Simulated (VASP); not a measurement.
# CuO2 (P6/mmm) in VASP: relaxation of cell and atoms with PBE

Aim: the relaxation of cell and atoms of CuO2 with PBE.

Program: VASP 6.6.1. These are calculated values, not measurements. Logs are shortened: lines on timing, memory, paths and dates and some standing lists are left out, and cuts for length are marked.

### Step 1. The cell of the first run

The structure is hexagonal, space group P6/mmm (No. 191). The conventional cell has a = 4.181 Å, b = 4.181 Å, c = 4.779 Å, α = 90.00°, β = 90.00°, γ = 120.00°. Cu (site symmetry 6/mmm) has 2 Cu at 2.39 Å and 12 O at 2.51 Å within 3.2 Å. Within 3.2 Å of Cu (site symmetry 6/mmm) lie 2 Cu at 2.39 Å and 12 O at 2.96 Å. Within 1.8 Å of O (site symmetry 3m) lie 1 O at 1.34 Å.

The cell was generated, and may not be a known phase.

### Step 2. Relaxation of cell and atoms, PBE

Input file INCAR:

```
SYSTEM = CuO2
PREC = Accurate
ENCUT = 600
EDIFF = 1E-7
ISMEAR = 0
SIGMA = 0.01
LREAL = .False.
LASPH = .True.
NELM = 100
ALGO = Normal
ISIF = 3
LWAVE = .False.
LCHARG = .False.
GGA = PE
IBRION = 2
NSW = 100
EDIFFG = -0.01
```

Input file KPOINTS:

```
regular mesh
0
Gamma
  12 12 8
  0 0 0
```

Input file POSCAR:

```
CuO2
1.0
    4.1813596600      0.0000000000      0.0000000000
   -2.0906798300      3.6211636879      0.0000000000
    0.0000000000      0.0000000000      4.7793087716
Cu O
2 4
Direct
    0.0000000000      0.0000000000      0.5000000000
    0.0000000000      0.0000000000      0.0000000000
    0.3333333333      0.6666666667      0.6402766591
    0.6666666667      0.3333333333      0.6402766591
    0.6666666667      0.3333333333      0.3597233409
    0.3333333333      0.6666666667      0.3597233409
```

Potentials or basis: VASP PAW PBE potentials, release 64 (Cu, O).

Run with:

```sh
$ cat potpaw_PBE.64/Cu/POTCAR potpaw_PBE.64/O/POTCAR > POTCAR
$ mpirun -np 1 vasp_std > vasp.out
```

OUTCAR:

```text
SYSTEM = CuO2
   PREC = Accurate
   ENCUT = 600
   EDIFF = 1E-7
   ISMEAR = 0
   LREAL = .False.
   LASPH = .True.
   NELM = 100
   ISIF = 3
   GGA = PE
   IBRION = 2
   NSW = 100
   EDIFFG = -0.01

 ion  position               nearest neighbor table
   1  0.000  0.000  0.500-   2 2.39   2 2.39
   2  0.000  0.000  0.000-   1 2.39   1 2.39
   3  0.333  0.667  0.640-   6 1.34
   4  0.667  0.333  0.640-   5 1.34
   5  0.667  0.333  0.360-   4 1.34
   6  0.333  0.667  0.360-   3 1.34

  LATTYP: Found a hexagonal cell.
 ALAT       =     4.1813596600
 C/A-ratio  =     1.1430035109

  Lattice vectors:

 A1 = (   4.1813596600,   0.0000000000,   0.0000000000)
 A2 = (  -2.0906798300,   3.6211636879,   0.0000000000)
 A3 = (   0.0000000000,   0.0000000000,   4.7793087716)

Analysis of symmetry for initial positions (statically):
=====================================================================
 Subroutine PRICEL returns:
 Original cell was already a primitive cell.

 Routine SETGRP: Setting up the symmetry group for a
 hexagonal supercell.

 Subroutine GETGRP returns: Found 24 space group operations
 (whereof 24 operations were pure point group operations)
 out of a pool of 24 trial point group operations.

The static configuration has the point symmetry D_6h.

Analysis of symmetry for dynamics (positions and initial velocities):
=====================================================================
 Subroutine PRICEL returns:
 Original cell was already a primitive cell.

 Routine SETGRP: Setting up the symmetry group for a
 hexagonal supercell.

 Subroutine GETGRP returns: Found 24 space group operations
 (whereof 24 operations were pure point group operations)
 out of a pool of 24 trial point group operations.

The dynamic configuration has the point symmetry D_6h.

 Subroutine INISYM returns: Found 24 space group operations
 (whereof 24 operations are pure point group operations),
 and found     1 'primitive' translations

----------------------------------------------------------------------------------------

                                     Primitive cell

  volume of cell :      72.3654

  direct lattice vectors                    reciprocal lattice vectors
     4.181359660  0.000000000  0.000000000     0.239156657  0.138077161  0.000000000
    -2.090679830  3.621163688  0.000000000     0.000000000  0.276154321  0.000000000
[... 116 lines left out ...]
  Thomas-Fermi vector in A             =   2.529856
   LORBIT       =      0    0 simple, 1 ext, 2 COOP (PROOUT), +10 PAW based schemes
   GGA     = PE    functional components
   LHFCALC =     F    Hartree Fock is set to
   AEXX    =    0.0000 exact exchange contribution
   IVDW    =     0    specifies the selected vdW correction
   LEPSILON=     F    determine dielectric tensor
   LRPA    =     F    only Hartree local field effects (RPA)
 conjugate gradient relaxation of ions
 non-spin polarized calculation
 Gauss-broadening in eV      SIGMA  =   0.01
  energy-cutoff  :      600.00
  volume of cell :       72.37
 maximum number of plane-waves:      2437
 NGX is ok and might be reduce to    36
   NGX = 17   NGY = 17   NGZ = 19

--------------------------------------- Ionic step        1  -------------------------------------------

 number of electron      45.9999983 magnetization

 Free energy of the ion-electron system (eV)
  ---------------------------------------------------
  ext. energy  EPLUGINS =         0.00000000
  ---------------------------------------------------
  free energy    TOTEN  =       -23.58556972 eV

  energy without entropy =      -23.58556971  energy(sigma->0) =      -23.58556971

------------------------ aborting loop because EDIFF is reached ----------------------------------------

  FORCE on cell =-STRESS in cart. coord.  units (eV):
  Direction    XX          YY          ZZ          XY          YZ          ZX
  --------------------------------------------------------------------------------------
  -------------------------------------------------------------------------------------
  Total        0.0898749      0.0898749      1.0196472      0.0000000      0.0000000      0.0000000
  in kB        1.9898398      1.9898398     22.5751033      0.0000000      0.0000000      0.0000000
  external PRESSURE =       8.8515943 kB  Pullay stress =       0.0000000 kB
[... 101 lines left out ...]
  FREE ENERGIE OF THE ION-ELECTRON SYSTEM (eV)
  ---------------------------------------------------
  free  energy   TOTEN  =       -23.5902630036 eV

  energy  without entropy=      -23.5902440065  energy(sigma->0) =      -23.59025351

[... ionic steps 4 to 9 ...]

--------------------------------------- Ionic step       10  -------------------------------------------

 number of electron      45.9999984 magnetization

------------------------ aborting loop because EDIFF is reached ----------------------------------------
[... 75 lines left out ...]
--------------------------------------- Ionic step       12  -------------------------------------------

 number of electron      45.9999984 magnetization

 Free energy of the ion-electron system (eV)
  ---------------------------------------------------
  ext. energy  EPLUGINS =         0.00000000
  ---------------------------------------------------
  free energy    TOTEN  =       -23.59086971 eV

  energy without entropy =      -23.59082502  energy(sigma->0) =      -23.59084737

 E-fermi :   3.0735     XC(G=0): -10.3577

 val. band max:        3.0682976572   @ k =   0.0833   0.0833   0.0000
 cond. band min:       3.0787643676   @ k =   0.0833   0.0833   0.0000
 fundamental gap:      0.0104667104
 Fermi energy:         3.0735310124

 k-point     1 :       0.0000    0.0000    0.0000
  band No.  band energies     occupation
      1     -21.7069      2.00000
      2     -20.3481      2.00000
      3     -12.6693      2.00000
      4     -11.0759      2.00000
      5      -5.1059      2.00000
      6      -4.4544      2.00000
[... 709 lines left out ...]
     26       7.0550      0.00000
     27       8.2890      0.00000

 [... further k-points ...]

------------------------ aborting loop because EDIFF is reached ----------------------------------------

  FORCE on cell =-STRESS in cart. coord.  units (eV):
  Direction    XX          YY          ZZ          XY          YZ          ZX
  --------------------------------------------------------------------------------------
  -------------------------------------------------------------------------------------
  Total        0.0005634      0.0005634     -0.0103625      0.0000000     -0.0000000     -0.0000000
  in kB        0.0125139      0.0125139     -0.2301518      0.0000000     -0.0000000     -0.0000000
  external PRESSURE =      -0.0683747 kB  Pullay stress =       0.0000000 kB
[... 21 lines left out ...]
  FREE ENERGIE OF THE ION-ELECTRON SYSTEM (eV)
  ---------------------------------------------------
  free  energy   TOTEN  =       -23.5908697114 eV

  energy  without entropy=      -23.5908250215  energy(sigma->0) =      -23.59084737

 reached required accuracy - stopping structural energy minimisation
```

Run time: 21 min. Hardware: 1 thread of AMD EPYC 9R45 (Zen 5), shared host; peak memory 0.33 GiB.

What came out:

| Quantity | Value |
| --- | --- |
| Free energy | -23.5909 eV |
| Relaxed volume | 12.02 Å³/atom |
| Relaxed cell | a = 4.181 Å, b = 4.181 Å, c = 4.766 Å, α = 90.00°, β = 90.00°, γ = 120.00° |
| Space group after relaxing (to 0.1 Å) | P6/mmm (No. 191) |
| Energy gained by relaxing | 0.9 meV/atom |
| Ionic steps | 12 |
| Pressure after relaxing | 0.0 GPa |
| Band gap on the k mesh | 0.01 eV |

Step by step:
```tsv
step	energy change (eV)	largest force (eV/Å)	pressure (GPa)	volume (Å³)
1	0.0000	0.4186	0.89	72.37
2	0.0452	1.1386	-3.42	73.06
3	-0.0047	0.0069	-0.19	72.52
4	-0.0047	0.0178	-0.16	72.52
5	-0.0047	0.0253	-0.14	72.52
6	-0.0050	0.0216	-0.08	72.42
7	-0.0051	0.0182	-0.04	72.32
8	-0.0053	0.0119	0.07	72.12
9	-0.0053	0.0131	0.03	72.15
10	-0.0053	0.0130	0.02	72.13
11	-0.0052	0.0510	-0.15	72.15
12	-0.0053	0.0009	-0.01	72.14
```

Final structure:
```
Cu O
1.0
     4.18052    0.00000    0.00000
    -2.09026    3.62044    0.00000
     0.00000    0.00000    4.76618
Cu O
2 4
Cartesian
  0.0000 0.0000 2.3831
  0.0000 0.0000 0.0000
  0.0000 2.4136 3.0598
  2.0903 1.2068 3.0598
  2.0903 1.2068 1.7064
  0.0000 2.4136 1.7064
```

Caveat: semilocal functionals underestimate gaps, and a narrow one can read as zero.
